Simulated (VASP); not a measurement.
Wanted: the native input for a VASP 6.6.1 run.

```yaml
Task: single point
Functional: LDA
Potentials_or_basis: VASP PAW LDA potentials, release 64 (Ni)
Cutoff: 520 eV
k_mesh: 13 × 13 × 7
Occupations: methfessel-paxton, width 0.01 eV
Spin: collinear spin, ferromagnetic start
Starting_moments: "[1.5, 1.5] μB"
Dipole_correction: no
Further_INCAR_settings: ALGO = Normal; EDIFF = 1e-07; NBANDS = 21
```

The structure of Ni lies in POSCAR:

```
Ni
1.0
    2.4480200000      0.0000000000      0.0000000000
   -1.2240100000      2.1200500000      0.0000000000
    0.0000000000      0.0000000000      4.0728100000
Ni
2
Direct
    0.3333333333      0.6666666667      0.2500000000
    0.6666666667      0.3333333333      0.7500000000
```

The input as run:

INCAR

```
SYSTEM = Ni
PREC = Accurate
ENCUT = 520
EDIFF = 1E-7
ISMEAR = 1
SIGMA = 0.01
LREAL = .FALSE.
LASPH = .TRUE.
NELM = 150
ALGO = Normal
ISIF = 2
LWAVE = .FALSE.
LCHARG = .FALSE.
ISPIN = 2
MAGMOM = 1.5 1.5
LORBIT = 11
LMAXMIX = 4
NBANDS = 21
```

KPOINTS

```
regular mesh
0
G
  13 13 7
  0 0 0
```

Potentials or basis: VASP PAW LDA potentials, release 64 (Ni).

Command:

```sh
$ cat potpaw_LDA.64/Ni/POTCAR > POTCAR
$ mpirun -np 1 vasp_std > vasp.out
```

Results of the run:

- Pressure: -11.2 GPa
- Net moment: 1.19 μB per cell
- Site moments: Ni +0.60 μB
- Valence electrons inside the program's atomic spheres: Ni 9.37

Wall time 98 s on 1 thread of Intel Xeon 8259CL (shared host), peak memory 0.16 GiB.
